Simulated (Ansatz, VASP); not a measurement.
## One calculation of Sb, two programs

```xyz
1
Lattice="3.1173 0.0000 0.0000 0.0000 3.1173 0.0000 0.0000 0.0000 3.1173" Properties=species:S:1:pos:R:3 pbc="T T T"
Sb    0.0000    0.0000    0.0000
```

Change from the starting cell: volume scaled by 0.96, crystal datasets.

Alike in both runs: task electric field gradients; functional PBEsol; k mesh 13 × 13 × 13; occupations fermi-dirac, width 0.05 eV; no spin polarisation.

|  | VASP | Ansatz |
| --- | --- | --- |
| version | VASP 6.6.1 | Ansatz 0.2.0 |
| potentials or method | VASP PAW PBE potentials, release 64 (Sb), cutoff 520 eV | all-electron PAW with datasets made for the crystal, scalar-relativistic |

|  | VASP | Ansatz | Ansatz less VASP |
| --- | --- | --- | --- |
| pressure (GPa) | -3.0 | -3.1 | -0.06 |

VASP's potentials were made for PBE, not for PBEsol. Ansatz ran all-electron here, and VASP with PAW potentials.

Spin-orbit coupling is off throughout.
